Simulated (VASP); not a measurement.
# Ti3H in VASP: notebook, part 2 of 2

VASP 6.6.1.

## (3) Single point, PBE

File INCAR:

```
SYSTEM = Ti3H
  PREC = Accurate
  ENCUT = 520
  EDIFF = 1E-7
  ISMEAR = 0
  SIGMA = 0.1
  LREAL = .FALSE.
  LASPH = .TRUE.
  NELM = 100
  ALGO = Normal
  ISIF = 2
  LWAVE = .FALSE.
  LCHARG = .FALSE.
  LDIPOL = .TRUE.
  IDIPOL = 3
  DIPOL = 0.5 0.5 0.315
  GGA = PE
  NBANDS = 47
```

File KPOINTS:

```
Automatic mesh
0
G
  6 6 1
  0 0 0
```

File POSCAR:

```
Ti3H
1.0
    4.6039800811      0.0000000000      0.0000000000
   -2.3019900405      3.9871637087      0.0000000000
    0.0000000000      0.0000000000     22.4969948581
Ti H
6 2
Direct
    0.6666666667      0.3333333333      0.1778015253
    0.3333333333      0.6666666667      0.2195752601
    0.0000000000      0.0000000000      0.2613489950
    0.6666666667      0.3333333333      0.2980583739
    0.3333333333      0.6666666667      0.3304600279
    0.0000000000      0.0000000000      0.3776946615
    0.2757109188      0.7242890812      0.4261455772
    0.3909557479      0.6090442521      0.4261455772
```

Potentials or basis: VASP PAW PBE potentials, release 64 (Ti_sv, H).

On the command line:

```
cat potpaw_PBE.64/Ti_sv/POTCAR potpaw_PBE.64/H/POTCAR > POTCAR
mpirun -np 1 vasp_std > vasp.out
```

Run time: 6 min. Hardware: 1 thread of Intel Xeon 6975P-C (Granite Rapids), shared host; peak memory 0.56 GiB.

Results (log left out):

- Free energy: -48.5643 eV
- Largest force: 1.699 eV/Å
- Band gap on the k mesh: zero (band 37 reaches -0.10 eV, above the bottom of band 38 at -0.29 eV)

Forces in eV/Å, atoms in the order of the input:
```
Ti  -0.008  0.005  0.037
Ti  -0.011  0.006  0.169
Ti  -0.027  0.015 -0.395
Ti   0.001  0.000 -0.174
Ti  -0.076  0.044  1.697
Ti   0.044 -0.026 -0.267
H    0.369 -0.213 -0.520
H   -0.292  0.169 -0.548
```

Levels at points of the mesh, in eV from the Fermi level:
```tsv
k point	band 33	band 34	band 35	band 36	band 37	band 38	band 39	band 40	band 41	band 42
(0.00, 0.00, 0.00)	-0.61	-0.49	-0.49	-0.44	-0.28	-0.13	-0.04	-0.01	0.51	0.78
(0.50, 0.00, 0.00)	-0.72	-0.40	-0.35	-0.26	-0.08	0.00	0.26	0.42	0.52	0.66
(0.50, 0.50, 0.00)	-0.70	-0.40	-0.38	-0.26	-0.08	0.02	0.37	0.41	0.49	0.82
```

## (4) Single point, PBE

File INCAR:

```
PREC = Accurate
ENCUT = 520
EDIFF = 1E-7
ISMEAR = 0
SIGMA = 0.1
LREAL = False
LASPH = True
NELM = 80
ALGO = Normal
ISIF = 2
LWAVE = False
LCHARG = False
LDIPOL = True
IDIPOL = 3
DIPOL = 0.5 0.5 0.322
GGA = PE
NBANDS = 47
```

File KPOINTS:

```
regular mesh
0
Gamma
  6 6 1
```

Edit POSCAR of step 3 so:

```diff
@@ -14,3 +14,3 @@
     0.0000000000      0.0000000000      0.3776946615
-    0.2757109188      0.7242890812      0.4261455772
-    0.3909557479      0.6090442521      0.4261455772
+    0.2757109188      0.7242890812      0.4545938212
+    0.3909557479      0.6090442521      0.4545938212
```

On the command line:

```
cat potpaw_PBE.64/Ti_sv/POTCAR potpaw_PBE.64/H/POTCAR > POTCAR
mpirun -np 1 vasp_std > vasp.out
```

Wall time 7.5 min (1 thread of Intel Xeon 6975P-C (Granite Rapids), shared host); peak memory 0.55 GiB.

The run converged. Its results:

```
Free energy            : -48.1205 eV
Largest force          : 2.420 eV/Å
Band gap on the k mesh : zero (band 37 reaches -0.10 eV, above the bottom of band 38 at -0.36 eV)
```

Forces on the atoms (eV/Å):
```
Ti   0.013 -0.008  0.110
Ti  -0.012  0.007  0.403
Ti  -0.013  0.008 -0.375
Ti  -0.004  0.002 -0.028
Ti  -0.003  0.002  0.456
Ti  -0.046  0.027 -0.314
H    2.094 -1.209 -0.111
H   -2.028  1.171 -0.140
```

Levels at points of the mesh, in eV from the Fermi level:
```csv
k point,band 35,band 36,band 37,band 38,band 39,band 40
"(0.00, 0.00, 0.00)",-0.46,-0.32,-0.24,-0.17,0.00,0.01
"(0.50, 0.00, 0.00)",-0.31,-0.26,-0.09,0.02,0.28,0.36
"(0.50, 0.50, 0.00)",-0.33,-0.27,-0.09,0.03,0.24,0.38
```

## (5) Single point, PBE

File INCAR:

```
  PREC = Accurate
  ENCUT = 520
  EDIFF = 1E-6
  ISMEAR = 0
  SIGMA = 0.1
  LREAL = F
  LASPH = T
  NELM = 80
  ALGO = Normal
  ISIF = 2
  LWAVE = F
  LCHARG = F
  LDIPOL = T
  IDIPOL = 3
  DIPOL = 0.5 0.5 0.331
  GGA = PE
  NBANDS = 47
```

File KPOINTS:

```
Automatic mesh
0
Gamma
  6 6 1
```

Edit POSCAR of step 4 so:

```diff
@@ -14,3 +14,3 @@
     0.0000000000      0.0000000000      0.3776946615
-    0.2757109188      0.7242890812      0.4545938212
-    0.3909557479      0.6090442521      0.4545938212
+    0.2757109188      0.7242890812      0.4932656529
+    0.3909557479      0.6090442521      0.4932656529
```

On the command line:

```
cat potpaw_PBE.64/Ti_sv/POTCAR potpaw_PBE.64/H/POTCAR > POTCAR
mpirun -np 1 vasp_std > vasp.out
```

Run time: 5.6 min. Hardware: 1 thread of Intel Xeon 6975P-C (Granite Rapids), shared host; peak memory 0.56 GiB.

The run converged. Its results:

```yaml
Free_energy: -48.1261 eV
Largest_force: 3.391 eV/Å
Band_gap_on_the_k_mesh: zero (band 37 reaches -0.13 eV, above the bottom of band 38 at -0.37 eV)
```

Forces in eV/Å, atoms in the order of the input:
```
Ti   0.004 -0.002  0.137
Ti  -0.004  0.002  0.502
Ti  -0.004  0.002 -0.527
Ti   0.000  0.000 -0.010
Ti   0.001 -0.001 -0.020
Ti  -0.027  0.015 -0.169
H    2.936 -1.695  0.045
H   -2.907  1.678  0.041
```

Levels at points of the mesh, in eV from the Fermi level:
| k point | band 35 | band 36 | band 37 | band 38 | band 39 | band 40 |
| --- | --- | --- | --- | --- | --- | --- |
| (0.00, 0.00, 0.00) | -0.45 | -0.18 | -0.18 | -0.14 | 0.03 | 0.03 |
| (0.50, 0.00, 0.00) | -0.31 | -0.26 | -0.10 | 0.04 | 0.13 | 0.40 |
| (0.50, 0.50, 0.00) | -0.32 | -0.27 | -0.11 | 0.04 | 0.12 | 0.40 |

## (6) Single point, PBE

File INCAR:

```
ALGO     = Normal         # electronic algorithm
DIPOL    = 0.5 0.5 0.343
EDIFF    = 1E-7           # SCF threshold, eV
ENCUT    = 520            # plane-wave cutoff, eV
GGA      = PE             # functional
IDIPOL   = 3            
ISIF     = 2              # what is computed and relaxed
ISMEAR   = 0              # smearing method
LASPH    = T              # aspherical terms in the spheres
LCHARG   = F              # write CHGCAR
LDIPOL   = T            
LREAL    = F              # projectors in reciprocal space
LWAVE    = F              # write WAVECAR
NBANDS   = 47             # bands
NELM     = 100            # most SCF steps
PREC     = Accurate       # precision mode
SIGMA    = 0.1            # smearing width, eV
```

File KPOINTS:

```
k-points
0
Gamma
  6 6 1
```

Edit POSCAR of step 5 so:

```diff
@@ -14,3 +14,3 @@
     0.0000000000      0.0000000000      0.3776946615
-    0.2757109188      0.7242890812      0.4932656529
-    0.3909557479      0.6090442521      0.4932656529
+    0.2757109188      0.7242890812      0.5377160343
+    0.3909557479      0.6090442521      0.5377160343
```

Potentials or basis: VASP PAW PBE potentials, release 64 (Ti_sv, H).

On the command line:

```
cat potpaw_PBE.64/Ti_sv/POTCAR potpaw_PBE.64/H/POTCAR > POTCAR
mpirun -np 1 vasp_std > vasp.out
```

OUTCAR:

```text
EDIFF = 1E-7
   ENCUT = 520
   GGA = PE
   ISIF = 2
   ISMEAR = 0
   LASPH = T
   LREAL = F
   NELM = 100
   PREC = Accurate

 ion  position               nearest neighbor table
   1  0.667  0.333  0.178-   4 2.71   2 2.82   2 2.82   2 2.82
   2  0.333  0.667  0.220-   5 2.49   1 2.82   1 2.82   3 2.82   1 2.82   3 2.82   3 2.82
   3  0.000  0.000  0.261-   6 2.62   4 2.78   4 2.78   4 2.78   2 2.82   2 2.82   2 2.82
   4  0.667  0.333  0.298-   1 2.71   5 2.76   5 2.76   5 2.76   3 2.78   3 2.78   3 2.78
   5  0.333  0.667  0.330-   2 2.49   4 2.76   4 2.76   4 2.76   6 2.86   6 2.86   6 2.86
   6  0.000  0.000  0.378-   3 2.62   5 2.86   5 2.86   5 2.86
[... 859 lines left out ...]
  external PRESSURE =     -15.3769573 kB  Pullay stress =       0.0000000 kB

 VOLUME and BASIS-vectors are now :
 -----------------------------------------------------------------------------
  energy-cutoff  :      520.00
  volume of cell :      412.97
      direct lattice vectors                 reciprocal lattice vectors
     4.603980081  0.000000000  0.000000000     0.217203372  0.125402426  0.000000000
    -2.301990040  3.987163709  0.000000000     0.000000000  0.250804851  0.000000000
     0.000000000  0.000000000 22.496994858     0.000000000  0.000000000  0.044450381

 POSITION                                       TOTAL-FORCE (eV/Angst)
 -----------------------------------------------------------------------------------
      2.30199      1.32905      4.00000         0.000537     -0.000310      0.138917
     -0.00000      2.65811      4.93978        -0.000408      0.000235      0.491397
      0.00000      0.00000      5.87957        -0.000356      0.000205     -0.579620
      2.30199      1.32905      6.70542        -0.000170      0.000098     -0.034168
     -0.00000      2.65811      7.43436         0.000243     -0.000140      0.003672
      0.00000      0.00000      8.49699        -0.006812      0.003933     -0.033535
     -0.39794      2.88786     12.09699         3.049608     -1.760692      0.007555
      0.39794      2.42836     12.09699        -3.042642      1.756670      0.005781
 -----------------------------------------------------------------------------------
    total drift:                                0.000003     -0.000002      0.000338

  FREE ENERGIE OF THE ION-ELECTRON SYSTEM (eV)
  ---------------------------------------------------
  free  energy   TOTEN  =       -48.1728061778 eV

  energy  without entropy=      -48.1056355375  energy(sigma->0) =      -48.13922086

 vacuum level on the upper side and lower side of the slab         2.954         3.058
```

Wall time 6.8 min (1 thread of Intel Xeon 6975P-C (Granite Rapids), shared host); peak memory 0.55 GiB.

Results:

| Item | Value |
| --- | --- |
| Free energy | -48.1728 eV |
| Largest force | 3.521 eV/Å |
| Band gap on the k mesh | zero (band 37 reaches -0.17 eV, above the bottom of band 38 at -0.42 eV) |

Forces on the atoms (eV/Å):
```
Ti   0.001  0.000  0.139
Ti   0.000  0.000  0.491
Ti   0.000  0.000 -0.580
Ti   0.000  0.000 -0.034
Ti   0.000  0.000  0.004
Ti  -0.007  0.004 -0.034
H    3.050 -1.761  0.008
H   -3.043  1.757  0.006
```
